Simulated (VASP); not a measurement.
# Ta (Im-3m) in VASP: a series of runs

Runs on Ta. Level: PBE. Tasks: single point, relaxation of cell and atoms.

Program: VASP 6.6.1. These are calculated values, not measurements. Logs are shortened: lines on timing, memory, paths and dates and some standing lists are left out, and cuts for length are marked.

### Step 1. The cell of the first run

It takes space group Im-3m (No. 229, cubic). Conventional cell: a = 3.308 Å, b = 3.308 Å, c = 3.308 Å, α = 90.00°, β = 90.00°, γ = 90.00°. Within 3.8 Å of Ta (site symmetry m-3m) lie 14 Ta at 2.86 to 3.31 Å.

### Step 2. Single point, PBE

Input file INCAR:

```
SYSTEM = Ta
PREC = Accurate
ENCUT = 520
EDIFF = 1E-6
ISMEAR = 0
SIGMA = 0.1
LREAL = .FALSE.
LASPH = .TRUE.
NELM = 60
ALGO = Normal
ISIF = 2
LWAVE = .FALSE.
LCHARG = .FALSE.
GGA = PE
NBANDS = 12
```

Input file KPOINTS:

```
regular mesh
0
G
  8 8 8
  0 0 0
```

Input file POSCAR:

```
Ta
1.0
   -1.6539472849      1.6539472849      1.6539472849
    1.6539472849     -1.6539472849      1.6539472849
    1.6539472849      1.6539472849     -1.6539472849
Ta
1
Direct
    0.0000000000      0.0000000000      0.0000000000
```

Potentials or basis: VASP PAW PBE potentials, release 64 (Ta_pv).

Launch:

```
$ cat potpaw_PBE.64/Ta_pv/POTCAR > POTCAR
$ mpirun -np 1 vasp_std > vasp.out
```

OUTCAR:

```text
SYSTEM = Ta
   PREC = Accurate
   ENCUT = 520
   EDIFF = 1E-6
   ISMEAR = 0
   LREAL = .FALSE.
   LASPH = .TRUE.
   NELM = 60
   ISIF = 2
   GGA = PE

 ion  position               nearest neighbor table
   1  0.000  0.000  0.000-

  LATTYP: Found a body centered cubic cell.
 ALAT       =     3.3078945698

  Lattice vectors:

 A1 = (  -1.6539472849,   1.6539472849,   1.6539472849)
 A2 = (   1.6539472849,  -1.6539472849,   1.6539472849)
 A3 = (   1.6539472849,   1.6539472849,  -1.6539472849)

Analysis of symmetry for initial positions (statically):
=====================================================================
 Subroutine PRICEL returns:
 Original cell was already a primitive cell.

 Routine SETGRP: Setting up the symmetry group for a
 body centered cubic supercell.

 Subroutine GETGRP returns: Found 48 space group operations
 (whereof 48 operations were pure point group operations)
 out of a pool of 48 trial point group operations.

The static configuration has the point symmetry O_h .

Analysis of symmetry for dynamics (positions and initial velocities):
=====================================================================
 Subroutine PRICEL returns:
 Original cell was already a primitive cell.

 Routine SETGRP: Setting up the symmetry group for a
 body centered cubic supercell.

 Subroutine GETGRP returns: Found 48 space group operations
 (whereof 48 operations were pure point group operations)
 out of a pool of 48 trial point group operations.

The dynamic configuration has the point symmetry O_h .

 Subroutine INISYM returns: Found 48 space group operations
 (whereof 48 operations are pure point group operations),
 and found     1 'primitive' translations

----------------------------------------------------------------------------------------

                                     Primitive cell

  volume of cell :      18.0978

  direct lattice vectors                    reciprocal lattice vectors
    -1.653947285  1.653947285  1.653947285     0.000000000  0.302307096  0.302307096
     1.653947285 -1.653947285  1.653947285     0.302307096  0.000000000  0.302307096
     1.653947285  1.653947285 -1.653947285     0.302307096  0.302307096  0.000000000

  length of vectors
     2.864720730  2.864720730  2.864720730     0.427526795  0.427526795  0.427526795

  position of ions in fractional coordinates (direct lattice)
     0.000000000  0.000000000  0.000000000

  ion indices of the primitive-cell ions
   primitive index   ion index
                 1           1

----------------------------------------------------------------------------------------

 KPOINTS: regular mesh

Automatic generation of k-mesh.
 Grid dimensions read from file:
 generate k-points for:    8    8    8

 Generating k-lattice:

  Cartesian coordinates                     Fractional coordinates (reciprocal lattice)
     0.000000000  0.037788387  0.037788387     0.125000000  0.000000000  0.000000000
     0.037788387  0.000000000  0.037788387     0.000000000  0.125000000  0.000000000
     0.037788387  0.037788387  0.000000000     0.000000000  0.000000000  0.125000000

  Length of vectors
     0.053440849  0.053440849  0.053440849

  Shift w.r.t. Gamma in fractional coordinates (k-lattice)
     0.000000000  0.000000000  0.000000000

 Subroutine IBZKPT returns following result:
 ===========================================

 Found     29 irreducible k-points:

 Following reciprocal coordinates:
            Coordinates               Weight
  0.000000  0.000000  0.000000      1.000000
  0.125000  0.000000  0.000000     12.000000
  0.250000  0.000000  0.000000     12.000000
  0.375000  0.000000  0.000000     12.000000
  0.500000  0.000000  0.000000      6.000000
  0.125000  0.125000  0.000000     24.000000
[... 16 lines left out ...]
 -0.250000  0.250000  0.250000      6.000000
 -0.375000  0.375000  0.250000     24.000000
 [... further k-points ...]
   k-points           NKPTS =     29   k-points in BZ     NKDIM =     29   number of bands    NBANDS=     12
   number of dos      NEDOS =    301   number of ions     NIONS =      1
   total plane-waves  NPLWV =  13824
   dimension x,y,z NGX =    24 NGY =   24 NGZ =   24
   dimension x,y,z NGXF=    48 NGYF=   48 NGZF=   48
   ions per type =               1
   NGX,Y,Z   is equivalent  to a cutoff of  13.93, 13.93, 13.93 a.u.
   NGXF,Y,Z  is equivalent  to a cutoff of  27.86, 27.86, 27.86 a.u.
 SYSTEM =  Ta
   PREC   = accura    normal or accurate (medium, high low for compatibility)
   ISTART =      0    job   : 0-new  1-cont  2-samecut
   ICHARG =      2    charge: 1-file 2-atom 10-const
   ISPIN  =      1    spin polarized calculation?
   LNONCOLLINEAR =      F non collinear calculations
   LSORBIT =      F    spin-orbit coupling
   LASPH  =      T    aspherical Exc in radial PAW
   ENCUT  =  520.0 eV  38.22 Ry    6.18 a.u.   5.33  5.33  5.33*2*pi/ulx,y,z
   NELM   =     60;   NELMIN=  2; NELMDL= -5     # of ELM steps
   EDIFF  = 0.1E-05   stopping-criterion for ELM
   LREAL  =      F    real-space projection
   EDIFFG = 0.1E-04   stopping-criterion for IOM
   NSW    =      0    number of steps for IOM
   IBRION =     -1    ionic relax: 0-MD 1-quasi-New 2-CG
   NFREE  =      0    steps in history (QN), initial steepest desc. (CG)
   ISIF   =      2    stress and relaxation
   ISYM   =      2    0-nonsym 1-usesym 2-fastsym
   POTIM  = 0.5000    time-step for ionic-motion
   TEBEG  =    0.0;   TEEND  =   0.0 temperature during run
   PSTRESS=    0.0 pullay stress
   NELECT =      11.0000    total number of electrons
   NUPDOWN=      -1.0000    fix difference up-down
   EMIN   =  10.00;   EMAX   =-10.00  energy-range for DOS
   EFERMI =   0.00;   METHOD = LEGACY
   ISMEAR =     0;   SIGMA  =   0.10  broadening in eV -4-tet -1-fermi 0-gaus
   EFERMI_NEDOS =   21; number of points for ismear=-14 and -15
   IALGO  =     38    algorithm
   IMIX   =      4    mixing-type and parameters
     AMIX     =   0.40;   BMIX     =  1.00
     AMIX_MAG =   1.60;   BMIX_MAG =  1.00
  volume/ion in A,a.u.               =      18.10       122.13
  Fermi-wavevector in a.u.,A,eV,Ry     =   1.386748  2.620573 26.164938  1.923069
  Thomas-Fermi vector in A             =   2.511034
   LORBIT       =      0    0 simple, 1 ext, 2 COOP (PROOUT), +10 PAW based schemes
[... 45 lines left out ...]

 k-point     2 :       0.1250    0.0000    0.0000
  band No.  band energies     occupation
      1     -27.7942      2.00000
      2     -27.6682      2.00000
      3     -27.6127      2.00000
      4      -1.7783      2.00000
      5       5.7791      0.00001
      6       6.0182      0.00000
      7       6.8726      0.00000
      8       8.9212      0.00000
      9       9.4654      0.00000
     10      20.1717      0.00000
     11      20.9588      0.00000
     12      21.6160      0.00000

 k-point     3 :       0.2500    0.0000    0.0000
  band No.  band energies     occupation
      1     -28.2151      2.00000
      2     -27.8022      2.00000
      3     -27.6151      2.00000
      4      -0.1657      2.00000
      5       4.9173      2.00000
      6       5.3728      1.82997
      7       8.7836      0.00000
      8       8.8704      0.00000
      9       9.6375      0.00000
     10      20.1676      0.00000
     11      20.5964      0.00000
     12      22.1450      0.00000

 k-point     4 :       0.3750    0.0000    0.0000
  band No.  band energies     occupation
      1     -28.6111      2.00000
      2     -27.9330      2.00000
      3     -27.6177      2.00000
      4       0.9736      2.00000
      5       4.1994      2.00000
      6       5.8278      0.00000
      7       9.3553      0.00000
      8      10.0624      0.00000
      9      11.4806      0.00000
     10      18.4195      0.00000
     11      18.7807      0.00000
     12      20.1867      0.00000

 k-point     5 :       0.5000    0.0000    0.0000
  band No.  band energies     occupation
      1     -28.7688      2.00000
      2     -27.9863      2.00000
      3     -27.6188      2.00000
      4       1.0969      2.00000
      5       3.9322      2.00000
      6       7.0130      0.00000
      7       9.3331      0.00000
      8      10.3560      0.00000
      9      13.2224      0.00000
     10      17.1168      0.00000
     11      17.3633      0.00000
     12      20.1809      0.00000

 k-point     6 :       0.1250    0.1250    0.0000
  band No.  band energies     occupation
      1     -28.0832      2.00000
      2     -27.7351      2.00000
      3     -27.6552      2.00000
      4      -0.5917      2.00000
      5       5.2940      1.98709
      6       5.3259      1.95808
      7       8.2867      0.00000
      8       8.4522      0.00000
      9       9.8074      0.00000
     10      20.1698      0.00000
     11      21.8595      0.00000
     12      22.0364      0.00000

 k-point     7 :       0.2500    0.1250    0.0000
  band No.  band energies     occupation
      1     -28.4436      2.00000
      2     -27.8983      2.00000
      3     -27.6741      2.00000
      4       1.0300      2.00000
      5       4.4848      2.00000
      6       4.9496      2.00000
      7       8.7293      0.00000
      8      10.1737      0.00000
      9      10.7724      0.00000
     10      19.3473      0.00000
     11      20.1769      0.00000
     12      21.0674      0.00000

 k-point     8 :       0.3750    0.1250    0.0000
  band No.  band energies     occupation
      1     -28.6805      2.00000
      2     -28.0260      2.00000
      3     -27.6799      2.00000
      4       1.5833      2.00000
      5       4.0730      2.00000
      6       5.9118      0.00000
      7       9.1772      0.00000
      8      10.4802      0.00000
      9      13.3588      0.00000
     10      16.8558      0.00000
     11      18.6533      0.00000
     12      20.1802      0.00000
[... 166 lines left out ...]
 k-point    20 :      -0.3750    0.5000    0.1250
  band No.  band energies     occupation
      1     -28.6003      2.00000
      2     -28.1893      2.00000
      3     -27.8263      2.00000
      4       2.5446      2.00000
      5       4.1535      2.00000
      6       5.1023      2.00000
      7       8.1750      0.00000
      8      10.7797      0.00000
      9      13.8445      0.00000
     10      16.7414      0.00000
     11      20.1777      0.00000
     12      20.4018      0.00000

 k-point    21 :      -0.3750   -0.3750    0.1250
  band No.  band energies     occupation
      1     -28.4515      2.00000
      2     -28.4515      2.00000
      3     -27.8380      2.00000
      4       3.7656      2.00000
      5       3.7656      2.00000
      6       3.9651      2.00000
      7       9.9052      0.00000
      8       9.9052      0.00000
      9      14.8788      0.00000
     10      17.3834      0.00000
     11      17.3834      0.00000
     12      20.1763      0.00000

 k-point    22 :       0.2500    0.2500    0.2500
  band No.  band energies     occupation
      1     -28.1956      2.00000
      2     -28.1956      2.00000
      3     -28.1956      2.00000
      4       4.2298      2.00000
      5       4.2298      2.00000
      6       4.2298      2.00000
      7      10.5262      0.00000
      8      10.5262      0.00000
      9      12.5153      0.00000
     10      18.2568      0.00000
     11      18.2568      0.00000
     12      18.2568      0.00000

 k-point    23 :      -0.2500    0.2500    0.2500
  band No.  band energies     occupation
      1     -28.2375      2.00000
      2     -28.0084      2.00000
      3     -28.0084      2.00000
      4       1.7373      2.00000
      5       4.5316      2.00000
      6       6.7154      0.00000
      7       6.7154      0.00000
      8       8.6529      0.00000
      9      10.4664      0.00000
     10      20.0182      0.00000
     11      20.2207      0.00000
     12      24.7679      0.00000

 k-point    24 :      -0.3750    0.3750    0.2500
  band No.  band energies     occupation
      1     -28.4762      2.00000
      2     -28.1495      2.00000
      3     -28.0433      2.00000
      4       2.6350      2.00000
      5       3.4914      2.00000
      6       6.7261      0.00000
      7       7.4076      0.00000
      8      10.8665      0.00000
      9      10.9542      0.00000
     10      19.3813      0.00000
     11      20.1855      0.00000
     12      21.6762      0.00000

 [... further k-points ...]
[... 5 lines left out ...]
  --------------------------------------------------------------------------------------
  -------------------------------------------------------------------------------------
  Total        0.0129573      0.0129573      0.0129573     -0.0000000     -0.0000000     -0.0000000
  in kB        1.1470998      1.1470998      1.1470998     -0.0000000     -0.0000000     -0.0000000
  external PRESSURE =       1.1470998 kB  Pullay stress =       0.0000000 kB

 VOLUME and BASIS-vectors are now :
 -----------------------------------------------------------------------------
  energy-cutoff  :      520.00
  volume of cell :       18.10
      direct lattice vectors                 reciprocal lattice vectors
    -1.653947285  1.653947285  1.653947285     0.000000000  0.302307096  0.302307096
     1.653947285 -1.653947285  1.653947285     0.302307096  0.000000000  0.302307096
     1.653947285  1.653947285 -1.653947285     0.302307096  0.302307096  0.000000000

 POSITION                                       TOTAL-FORCE (eV/Angst)
 -----------------------------------------------------------------------------------
      0.00000      0.00000      0.00000         0.000000     -0.000000      0.000000
 -----------------------------------------------------------------------------------
    total drift:                                0.000000      0.000000     -0.000000

  FREE ENERGIE OF THE ION-ELECTRON SYSTEM (eV)
  ---------------------------------------------------
  free  energy   TOTEN  =       -11.8363665289 eV

  energy  without entropy=      -11.8324805411  energy(sigma->0) =      -11.83442353
```

It took 4.3 s on 1 thread of Intel Xeon 6975P-C, shared host; peak memory 0.14 GiB.

Results:

* Free energy: -11.8364 eV
* Pressure: 0.1 GPa

Caveat: spin-orbit coupling is left out, which moves the levels of the heavy elements.

### Step 3. Single point, PBE

This run uses another cell than the first one, of 18.23 Å³/atom, 1.007 times its volume.

Input file INCAR:

```
ALGO     = Normal         # electronic algorithm
EDIFF    = 1E-7           # SCF threshold, eV
ENCUT    = 520            # plane-wave cutoff, eV
GGA      = PE             # functional
ISIF     = 2              # what is computed and relaxed
ISMEAR   = 0              # smearing method
LASPH    = T              # aspherical terms in the spheres
LCHARG   = F              # write CHGCAR
LREAL    = F              # projectors in reciprocal space
LWAVE    = F              # write WAVECAR
NBANDS   = 12             # bands
NELM     = 60             # most SCF steps
PREC     = Accurate       # precision mode
SIGMA    = 0.1            # smearing width, eV
```

Input file KPOINTS:

```
k-points
0
Gamma
  12 12 12
```

Input file POSCAR:

```
Ta
1.0
   -1.6579289145      1.6579289145      1.6579289145
    1.6579289145     -1.6579289145      1.6579289145
    1.6579289145      1.6579289145     -1.6579289145
Ta
1
Direct
    0.0000000000      0.0000000000      0.0000000000
```

Potentials or basis: VASP PAW PBE potentials, release 64 (Ta_pv).

Launch:

```
$ cat potpaw_PBE.64/Ta_pv/POTCAR > POTCAR
$ mpirun -np 1 vasp_std > vasp.out
```

Run time: 7.8 s. Hardware: 1 thread of Intel Xeon 6975P-C, shared host; peak memory 0.15 GiB.

The run converged. Its results:

- Free energy: -11.8082 eV
- Pressure: 0.1 GPa

Levels at points of the mesh, in eV from the Fermi level:
```
           k point  band 3  band 4  band 5  band 6  band 7  band 8
(0.00, 0.00, 0.00)  -33.08   -7.85    0.76    0.76    0.76    3.99
(0.50, 0.00, 0.00)  -33.09   -4.30   -1.48    1.55    3.87    4.88
(0.50, 0.50, 0.50)  -33.87   -3.71   -3.71    6.77    6.77    6.77
```

Caveat: spin-orbit coupling is left out, which moves the levels of the heavy elements.

### Step 4. Relaxation of cell and atoms, PBE

Input file INCAR:

```
  PREC = Accurate
  ENCUT = 600
  EDIFF = 1E-6
  ISMEAR = 0
  SIGMA = 0.1
  LREAL = False
  LASPH = True
  NELM = 60
  ALGO = Normal
  ISIF = 3
  LWAVE = False
  LCHARG = False
  GGA = PE
  IBRION = 2
  NSW = 80
  EDIFFG = -0.005
```

Input file KPOINTS:

```
regular mesh
0
Gamma
  8 8 8
```

Input file POSCAR:

```
Ta
1.0
   -1.6550000000      1.6550000000      1.6550000000
    1.6550000000     -1.6550000000      1.6550000000
    1.6550000000      1.6550000000     -1.6550000000
Ta
1
Direct
    0.0000000000      0.0000000000      0.0000000000
```

Launch:

```
$ cat potpaw_PBE.64/Ta_pv/POTCAR > POTCAR
$ mpirun -np 1 vasp_std > vasp.out
```

Run time: 9.8 s. Hardware: 1 thread of Intel Xeon 6975P-C, shared host; peak memory 0.14 GiB.

Results (log left out):

```yaml
Free_energy: -11.8366 eV
Relaxed_volume: 18.11 Å³/atom
Relaxed_cell: a = 2.866 Å, b = 2.866 Å, c = 2.866 Å, α = 109.47°, β = 109.47°, γ = 109.47°
Space_group_after_relaxing_to_0.05_Å: Im-3m (No. 229)
Energy_gained_by_relaxing: 0.0 meV/atom
Ionic_steps: 4
Pressure_after_relaxing: 0.0 GPa
```

Final structure:
```
Ta
1.0
    -1.65443    1.65443    1.65443
     1.65443   -1.65443    1.65443
     1.65443    1.65443   -1.65443
Ta
1
Direct
  0.00000 0.00000 0.00000
```

Levels at points of the mesh, in eV from the Fermi level:
```csv
k point,band 1,band 2,band 3,band 4,band 5,band 6,band 7,band 8,band 9
"(0.00, 0.00, 0.00)",-33.09,-33.09,-33.09,-7.92,0.73,0.73,0.73,3.98,3.98
"(0.50, 0.00, 0.00)",-34.24,-33.46,-33.09,-4.37,-1.54,1.54,3.86,4.88,7.74
"(0.50, 0.50, 0.50)",-33.89,-33.89,-33.89,-3.79,-3.79,6.79,6.79,6.79,8.58
```

Caveat: spin-orbit coupling is left out, which moves the levels of the heavy elements.

### Step 5. Single point, PBE

This run uses another cell than the first one, of 18.31 Å³/atom, 1.012 times its volume.

Input file INCAR:

```
SYSTEM = Ta
PREC     = Accurate       ! precision mode
ENCUT    = 520            ! plane-wave cutoff, eV
EDIFF    = 1E-6           ! SCF threshold, eV
ISMEAR   = 0              ! smearing method
SIGMA    = 0.1            ! smearing width, eV
LREAL    = .False.        ! projectors in reciprocal space
LASPH    = .True.         ! aspherical terms in the spheres
NELM     = 80             ! most SCF steps
ALGO     = Normal         ! electronic algorithm
ISIF     = 2              ! what is computed and relaxed
LWAVE    = .False.        ! write WAVECAR
LCHARG   = .False.        ! write CHGCAR
GGA      = PE             ! functional
NBANDS   = 12             ! bands
```

Input file KPOINTS:

```
Automatic mesh
0
Gamma
  16 16 16
  0 0 0
```

Input file POSCAR:

```
Ta
1.0
   -1.6603706668      1.6603706668      1.6603706668
    1.6603706668     -1.6603706668      1.6603706668
    1.6603706668      1.6603706668     -1.6603706668
Ta
1
Direct
    0.0000000000      0.0000000000      0.0000000000
```

Launch:

```
$ cat potpaw_PBE.64/Ta_pv/POTCAR > POTCAR
$ mpirun -np 1 vasp_std > vasp.out
```

Run time: 16 s. Hardware: 1 thread of Intel Xeon 6975P-C, shared host; peak memory 0.16 GiB.

The run converged. Its results:

```
Free energy : -11.8131 eV
Pressure    : 0.1 GPa
```

Levels at points of the mesh, in eV from the Fermi level:
```csv
k point,band 1,band 2,band 3,band 4,band 5,band 6,band 7,band 8,band 9,band 10
"(0.00, 0.00, 0.00)",-33.13,-33.13,-33.13,-7.84,0.75,0.75,0.75,3.96,3.96,14.65
"(0.50, 0.00, 0.00)",-34.24,-33.49,-33.13,-4.29,-1.48,1.53,3.83,4.84,7.65,11.48
"(0.50, 0.50, 0.50)",-33.90,-33.90,-33.90,-3.69,-3.69,6.71,6.71,6.71,8.52,8.52
```

Caveat: spin-orbit coupling is left out, which moves the levels of the heavy elements.

### Step 6. Overview

| task | cell | k mesh | cutoff (eV) | gap on the mesh (eV) | pressure (GPa) |
| --- | --- | --- | --- | --- | --- |
| single point | a = 2.865 Å, angles 109.5°, 1 atom | 8 × 8 × 8 | 520 | none | 0.1 |
| single point | a = 2.872 Å, angles 109.5°, 1 atom | 12 × 12 × 12 | 520 | none | 0.1 |
| relaxation of cell and atoms | relaxed from a = 2.867 Å, angles 109.5°, 1 atom | 8 × 8 × 8 | 600 | none | 0.0 |
| single point | a = 2.876 Å, angles 109.5°, 1 atom | 16 × 16 × 16 | 520 | none | 0.1 |

Alike in all rows: level PBE; potentials or basis VASP PAW PBE potentials, release 64 (Ta_pv); no spin polarisation; smearing gaussian 0.1 eV.

Caveats: spin-orbit coupling is left out, which moves the levels of the heavy elements.

Total energies depend on the potentials used, so only differences within one code and one set of settings carry meaning.
